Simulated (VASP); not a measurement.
# NaH (P6_3/mmc) in VASP: further runs

Aim: see how the results for NaH move with the level of theory and the settings. Levels: PBE, r2SCAN. Tasks: single point.

Program: VASP 6.6.1. These are calculated values, not measurements. Logs are shortened: lines on timing, memory, paths and dates and some standing lists are left out, and cuts for length are marked.

### Step 1. The cell of the first run

The structure is hexagonal, space group P6_3/mmc (No. 194). The conventional cell has a = 4.132 Å, b = 4.132 Å, c = 4.712 Å, α = 90.00°, β = 90.00°, γ = 120.00°. Within 3.1 Å of Na (site symmetry -6m2) lie 5 H at 2.36 to 2.39 Å. Within 3.1 Å of H (site symmetry -6m2) lie 5 Na at 2.36 to 2.39 Å.

### Step 2. Single point, PBE (epitaxial xy strain +4.5%)

File INCAR:

```
SYSTEM = NaH
  PREC = Accurate
  ENCUT = 520
  EDIFF = 1E-6
  ISMEAR = -1
  SIGMA = 0.02
  LREAL = .FALSE.
  LASPH = .TRUE.
  NELM = 100
  ALGO = Normal
  ISIF = 2
  LWAVE = .FALSE.
  LCHARG = .FALSE.
  GGA = PE
  NBANDS = 16
```

File KPOINTS:

```
Automatic mesh
0
G
  12 12 6
  0 0 0
```

File POSCAR:

```
NaH
1.0
    4.1315745458      0.0000000000      0.0000000000
   -2.0657872729      3.5780485143      0.0000000000
    0.0000000000      0.0000000000      4.7115122025
Na H
2 2
Direct
    0.3333333333      0.6666666667     -0.0625000000
    0.6666666667      0.3333333333      0.4375000000
    0.3333333333      0.6666666667      0.4375000000
    0.6666666667      0.3333333333      0.9375000000
```

Potentials or basis: VASP PAW PBE potentials, release 64 (Na_pv, H).

Command:

```
$ cat potpaw_PBE.64/Na_pv/POTCAR potpaw_PBE.64/H/POTCAR > POTCAR
$ mpirun -np 1 vasp_std > vasp.out
```

OUTCAR:

```text
SYSTEM = NaH
   PREC = Accurate
   ENCUT = 520
   EDIFF = 1E-6
   ISMEAR = -1
   LREAL = .FALSE.
   LASPH = .TRUE.
   NELM = 100
   ISIF = 2
   GGA = PE

 ion  position               nearest neighbor table
   1  0.333  0.667  0.938-
   2  0.667  0.333  0.438-
   3  0.333  0.667  0.438-
   4  0.667  0.333  0.938-

  LATTYP: Found a hexagonal cell.
 ALAT       =     4.1315745458
 C/A-ratio  =     1.1403672257

  Lattice vectors:

 A1 = (   4.1315745458,   0.0000000000,   0.0000000000)
 A2 = (  -2.0657872729,   3.5780485143,   0.0000000000)
 A3 = (   0.0000000000,   0.0000000000,   4.7115122025)

Analysis of symmetry for initial positions (statically):
=====================================================================
 Subroutine PRICEL returns:
 Original cell was already a primitive cell.

 Routine SETGRP: Setting up the symmetry group for a
 hexagonal supercell.

 Subroutine GETGRP returns: Found 24 space group operations
 (whereof  6 operations were pure point group operations)
 out of a pool of 24 trial point group operations.

The static configuration has the point symmetry C_3v.
 The point group associated with its full space group is D_6h.

Analysis of symmetry for dynamics (positions and initial velocities):
=====================================================================
 Subroutine PRICEL returns:
 Original cell was already a primitive cell.

 Routine SETGRP: Setting up the symmetry group for a
 hexagonal supercell.

 Subroutine GETGRP returns: Found 24 space group operations
 (whereof  6 operations were pure point group operations)
 out of a pool of 24 trial point group operations.

The dynamic configuration has the point symmetry C_3v.
 The point group associated with its full space group is D_6h.

 Subroutine INISYM returns: Found 24 space group operations
 (whereof  6 operations are pure point group operations),
 and found     1 'primitive' translations

----------------------------------------------------------------------------------------

                                     Primitive cell

  volume of cell :      69.6502

  direct lattice vectors                    reciprocal lattice vectors
     4.131574546  0.000000000  0.000000000     0.242038474  0.139740978  0.000000000
    -2.065787273  3.578048514  0.000000000     0.000000000  0.279481957  0.000000000
     0.000000000  0.000000000  4.711512202     0.000000000  0.000000000  0.212246081

  length of vectors
     4.131574546  4.131574546  4.711512202     0.279481957  0.279481957  0.212246081

  position of ions in fractional coordinates (direct lattice)
     0.333333333  0.666666667  0.937500000
     0.666666667  0.333333333  0.437500000
     0.333333333  0.666666667  0.437500000
     0.666666667  0.333333333  0.937500000

  ion indices of the primitive-cell ions
   primitive index   ion index
                 1           1
                 2           2
                 3           3
                 4           4

----------------------------------------------------------------------------------------

 KPOINTS: Automatic mesh

Automatic generation of k-mesh.
 Grid dimensions read from file:
 generate k-points for:   12   12    6

 Generating k-lattice:

  Cartesian coordinates                     Fractional coordinates (reciprocal lattice)
     0.020169873  0.011645082  0.000000000     0.083333333 -0.000000000  0.000000000
     0.000000000  0.023290163  0.000000000     0.000000000  0.083333333  0.000000000
     0.000000000  0.000000000  0.035374347     0.000000000  0.000000000  0.166666667

  Length of vectors
     0.023290163  0.023290163  0.035374347

  Shift w.r.t. Gamma in fractional coordinates (k-lattice)
     0.000000000  0.000000000  0.000000000

 Subroutine IBZKPT returns following result:
 ===========================================

 Found     76 irreducible k-points:

 Following reciprocal coordinates:
            Coordinates               Weight
  0.000000  0.000000  0.000000      1.000000
  0.083333  0.000000  0.000000      6.000000
  0.166667  0.000000  0.000000      6.000000
  0.250000 -0.000000  0.000000      6.000000
  0.333333  0.000000  0.000000      6.000000
  0.416667 -0.000000  0.000000      6.000000
[... 16 lines left out ...]
  0.250000 -0.000000  0.166667     12.000000
  0.333333  0.000000  0.166667     12.000000
 [... further k-points ...]
   k-points           NKPTS =     76   k-points in BZ     NKDIM =     76   number of bands    NBANDS=     16
   number of dos      NEDOS =    301   number of ions     NIONS =      4
   total plane-waves  NPLWV =  36864
   dimension x,y,z NGX =    32 NGY =   32 NGZ =   36
   dimension x,y,z NGXF=    64 NGYF=   64 NGZF=   72
   ions per type =               2   2
   NGX,Y,Z   is equivalent  to a cutoff of  12.88, 12.88, 12.70 a.u.
   NGXF,Y,Z  is equivalent  to a cutoff of  25.75, 25.75, 25.41 a.u.
 SYSTEM =  NaH
   PREC   = accura    normal or accurate (medium, high low for compatibility)
   ISTART =      0    job   : 0-new  1-cont  2-samecut
   ICHARG =      2    charge: 1-file 2-atom 10-const
   ISPIN  =      1    spin polarized calculation?
   LNONCOLLINEAR =      F non collinear calculations
   LSORBIT =      F    spin-orbit coupling
   LASPH  =      T    aspherical Exc in radial PAW
   ENCUT  =  520.0 eV  38.22 Ry    6.18 a.u.   7.68  7.68  8.76*2*pi/ulx,y,z
   NELM   =    100;   NELMIN=  2; NELMDL= -5     # of ELM steps
   EDIFF  = 0.1E-05   stopping-criterion for ELM
   LREAL  =      F    real-space projection
   EDIFFG = 0.1E-04   stopping-criterion for IOM
   NSW    =      0    number of steps for IOM
   IBRION =     -1    ionic relax: 0-MD 1-quasi-New 2-CG
   NFREE  =      0    steps in history (QN), initial steepest desc. (CG)
   ISIF   =      2    stress and relaxation
   ISYM   =      2    0-nonsym 1-usesym 2-fastsym
   POTIM  = 0.5000    time-step for ionic-motion
   TEBEG  =    0.0;   TEEND  =   0.0 temperature during run
   PSTRESS=    0.0 pullay stress
   NELECT =      16.0000    total number of electrons
   NUPDOWN=      -1.0000    fix difference up-down
   EMIN   =  10.00;   EMAX   =-10.00  energy-range for DOS
   EFERMI =   0.00;   METHOD = LEGACY
   ISMEAR =    -1;   SIGMA  =   0.02  broadening in eV -4-tet -1-fermi 0-gaus
   EFERMI_NEDOS =   21; number of points for ismear=-14 and -15
   IALGO  =     38    algorithm
   IMIX   =      4    mixing-type and parameters
     AMIX     =   0.40;   BMIX     =  1.00
     AMIX_MAG =   1.60;   BMIX_MAG =  1.00
  volume/ion in A,a.u.               =      17.41       117.51
  Fermi-wavevector in a.u.,A,eV,Ry     =   1.002630  1.894696 13.677492  1.005267
  Thomas-Fermi vector in A             =   2.135130
   LORBIT       =      0    0 simple, 1 ext, 2 COOP (PROOUT), +10 PAW based schemes
   GGA     = PE    functional components
   LHFCALC =     F    Hartree Fock is set to
   AEXX    =    0.0000 exact exchange contribution
   IVDW    =     0    specifies the selected vdW correction
   LEPSILON=     F    determine dielectric tensor
   LRPA    =     F    only Hartree local field effects (RPA)
 non-spin polarized calculation
  energy-cutoff  :      520.00
  volume of cell :       69.65
 maximum number of plane-waves:      1907
 NGX is ok and might be reduce to    32
   NGX = 15   NGY = 15   NGZ = 17

 number of electron      15.9999990 magnetization

 Free energy of the ion-electron system (eV)
  ---------------------------------------------------
  ext. energy  EPLUGINS =         0.00000000
  ---------------------------------------------------
  free energy    TOTEN  =       -10.05365934 eV

  energy without entropy =      -10.05365934  energy(sigma->0) =      -10.05365934

 E-fermi :  -0.9378     XC(G=0):  -6.8846

 val. band max:       -1.4436311869   @ k =   0.0000   0.0000   0.0000
 cond. band min:       1.6012368338   @ k =   0.3333   0.3333   0.0000
 fundamental gap:      3.0448680207
 Fermi energy:        -0.9377975658

 k-point     1 :       0.0000    0.0000    0.0000
  band No.  band energies     occupation
      1     -23.9757      2.00000
      2     -23.9699      2.00000
      3     -23.9699      2.00000
      4     -23.9411      2.00000
      5     -23.9411      2.00000
      6     -23.9031      2.00000
[... 8 lines left out ...]
     15       8.6437      0.00000
     16      13.3446      0.00000

 k-point     2 :       0.0833    0.0000    0.0000
  band No.  band energies     occupation
      1     -23.9745      2.00000
      2     -23.9705      2.00000
      3     -23.9704      2.00000
      4     -23.9421      2.00000
      5     -23.9408      2.00000
      6     -23.9041      2.00000
[... 8 lines left out ...]
     15       9.6168      0.00000
     16      12.2999      0.00000

 k-point     3 :       0.1667    0.0000    0.0000
  band No.  band energies     occupation
      1     -23.9721      2.00000
      2     -23.9717      2.00000
      3     -23.9711      2.00000
      4     -23.9449      2.00000
      5     -23.9402      2.00000
      6     -23.9071      2.00000
[... 8 lines left out ...]
     15      10.9097      0.00000
     16      10.9240      0.00000

 k-point     4 :       0.2500   -0.0000    0.0000
  band No.  band energies     occupation
      1     -23.9741      2.00000
      2     -23.9736      2.00000
      3     -23.9659      2.00000
      4     -23.9486      2.00000
      5     -23.9394      2.00000
      6     -23.9118      2.00000
[... 8 lines left out ...]
     15      10.7861      0.00000
     16      11.0007      0.00000
[... 324 lines left out ...]
 k-point    22 :       0.1667    0.0000    0.1667
  band No.  band energies     occupation
      1     -23.9769      2.00000
      2     -23.9699      2.00000
      3     -23.9606      2.00000
      4     -23.9484      2.00000
      5     -23.9423      2.00000
      6     -23.9104      2.00000
[... 8 lines left out ...]
     15       9.8770      0.00000
     16      11.2293      0.00000

 k-point    23 :       0.2500   -0.0000    0.1667
  band No.  band energies     occupation
      1     -23.9796      2.00000
      2     -23.9718      2.00000
      3     -23.9564      2.00000
      4     -23.9526      2.00000
      5     -23.9417      2.00000
      6     -23.9127      2.00000
[... 8 lines left out ...]
     15      10.0808      0.00000
     16      11.7893      0.00000

 k-point    24 :       0.3333    0.0000    0.1667
  band No.  band energies     occupation
      1     -23.9818      2.00000
      2     -23.9736      2.00000
      3     -23.9597      2.00000
      4     -23.9489      2.00000
      5     -23.9412      2.00000
      6     -23.9160      2.00000
[... 8 lines left out ...]
     15       9.8925      0.00000
     16      10.9513      0.00000

 [... further k-points ...]

------------------------ aborting loop because EDIFF is reached ----------------------------------------

  FORCE on cell =-STRESS in cart. coord.  units (eV):
  Direction    XX          YY          ZZ          XY          YZ          ZX
  --------------------------------------------------------------------------------------
  -------------------------------------------------------------------------------------
  Total       -0.4808057     -0.4808057      0.1354700      0.0000000     -0.0000000      0.0000000
  in kB      -11.0600745    -11.0600745      3.1162451      0.0000000     -0.0000000      0.0000000
  external PRESSURE =      -6.3346346 kB  Pullay stress =       0.0000000 kB

 VOLUME and BASIS-vectors are now :
 -----------------------------------------------------------------------------
  energy-cutoff  :      520.00
  volume of cell :       69.65
      direct lattice vectors                 reciprocal lattice vectors
     4.131574546  0.000000000  0.000000000     0.242038474  0.139740978  0.000000000
    -2.065787273  3.578048514  0.000000000     0.000000000  0.279481957  0.000000000
     0.000000000  0.000000000  4.711512202     0.000000000  0.000000000  0.212246081

 POSITION                                       TOTAL-FORCE (eV/Angst)
 -----------------------------------------------------------------------------------
     -0.00000      2.38537      4.41704         0.000000     -0.000000     -0.000000
      2.06579      1.19268      2.06129        -0.000000      0.000000      0.000000
     -0.00000      2.38537      2.06129        -0.000000      0.000000     -0.000000
      2.06579      1.19268      4.41704        -0.000000      0.000000      0.000000
 -----------------------------------------------------------------------------------
    total drift:                               -0.000000      0.000000      0.000000

  FREE ENERGIE OF THE ION-ELECTRON SYSTEM (eV)
  ---------------------------------------------------
  free  energy   TOTEN  =       -10.0536593415 eV

  energy  without entropy=      -10.0536593415  energy(sigma->0) =      -10.05365934
```

Wall time 83 s (1 thread of Intel Xeon 8259CL, shared host); peak memory 0.22 GiB.

Results:

```
Free energy            : -10.0537 eV
Pressure               : -0.6 GPa
Band gap on the k mesh : 3.04 eV (least direct gap 4.04 eV)
```

Stress tensor (GPa, compression positive):
```
-1.11  0.00  0.00
 0.00 -1.11  0.00
 0.00  0.00  0.31
```

Caveat: the cell differs from its parent crystal (epitaxial xy strain +4.5%). A k mesh can miss the band edges.

### Step 3. Single point, r2SCAN (epitaxial xy strain +4.5%)

POSCAR is that of step 2.

File INCAR.step1:

```
SYSTEM = NaH
  ALGO = Normal
  EDIFF = 1E-4
  ENCUT = 520
  GGA = PE
  ISMEAR = 0
  LASPH = .TRUE.
  LCHARG = .FALSE.
  LREAL = .FALSE.
  LWAVE = .TRUE.
  NBANDS = 16
  NELM = 100
  PREC = Accurate
  SIGMA = 0.01
```

File INCAR.step2:

```
SYSTEM = NaH
  ALGO = Normal
  EDIFF = 1E-7
  ENCUT = 520
  ISIF = 2
  ISMEAR = 0
  ISTART = 1
  LASPH = .TRUE.
  LCHARG = .TRUE.
  LELF = .TRUE.
  LMIXTAU = .TRUE.
  LREAL = .FALSE.
  LVHAR = .TRUE.
  LWAVE = .FALSE.
  METAGGA = R2SCAN
  NBANDS = 16
  NELM = 100
  PREC = Accurate
  SIGMA = 0.01
```

File KPOINTS:

```
k-points
0
G
  12 12 6
  0 0 0
```

Potentials or basis: VASP PAW PBE potentials, release 64 (Na_pv, H).

Command:

```
$ cat potpaw_PBE.64/Na_pv/POTCAR potpaw_PBE.64/H/POTCAR > POTCAR
$ cp INCAR.step1 INCAR
$ mpirun -np 1 vasp_std > vasp.out
$ cp INCAR.step2 INCAR
$ mpirun -np 1 vasp_std > vasp.out
```

It took 5.6 min on 1 thread of Intel Xeon 8259CL, shared host; peak memory 0.23 GiB.

It converged, with:

| Item | Value |
| --- | --- |
| Free energy | -15.0214 eV |
| Pressure | -1.1 GPa |
| Band gap on the k mesh | 3.37 eV (least direct gap 4.34 eV) |

Stress tensor (GPa, compression positive):
```
-1.63  0.00  0.00
 0.00 -1.63  0.00
 0.00  0.00  0.01
```

Levels at points of the mesh, in eV from the valence-band top:
```
           k point  band 4  band 5  band 6  band 7  band 8  band 9  band 10  band 11  band 12  band 13
(0.00, 0.00, 0.00)  -23.29  -23.29  -23.25   -3.29    0.00    5.70     7.85     9.96     9.96    10.27
(0.50, 0.00, 0.00)  -23.30  -23.29  -23.27   -1.66   -0.77    3.97     7.61     8.13     8.18     8.55
(0.00, 0.00, 0.50)  -23.30  -23.29  -23.29   -1.92   -1.92    7.15     7.15    10.76    10.76    10.76
(0.50, 0.00, 0.50)  -23.31  -23.27  -23.27   -0.94   -0.94    4.24     4.24     8.69     8.69     9.09
```

Caveat: the cell differs from its parent crystal (epitaxial xy strain +4.5%); the PAW data sets were made with another functional, which shifts forces and pressure a little. A k mesh can miss the band edges.
